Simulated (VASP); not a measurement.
A run of VASP 6.6.1 is set up as follows.

INCAR

```
ALGO = Normal ; EDIFF = 1E-7
ENCUT = 520 ; GGA = PE
ISIF = 2 ; ISMEAR = -1
LASPH = True ; LCHARG = True
LELF = True ; LREAL = False
LVHAR = True ; LWAVE = False
NBANDS = 11 ; NELM = 60
PREC = Accurate ; SIGMA = 0.1
```

The input KPOINTS:

```
k-points
0
Gamma
  16 16 16
```

File POSCAR:

```
SiC
1.0
    0.0000000000      1.9804209160      1.9804209160
    1.9804209160      0.0000000000      1.9804209160
    1.9804209160      1.9804209160      0.0000000000
Si C
1 1
Direct
    0.0000000000      0.0000000000      0.0000000000
    0.5000000000      0.5000000000      0.5000000000
```

Potentials or basis: VASP PAW PBE potentials, release 64 (Si, C).

The run is started by

```sh
$ cat potpaw_PBE.64/Si/POTCAR potpaw_PBE.64/C/POTCAR > POTCAR
$ mpirun -np 1 vasp_std > vasp.out
```

**Question.** What does it give for the pressure?

**Answer.** 20.9 GPa.

**Question.** What does it give for the band gap on the k mesh?

**Answer.** Zero (band 4 reaches 13.49 eV, above the bottom of band 5 at 12.95 eV).
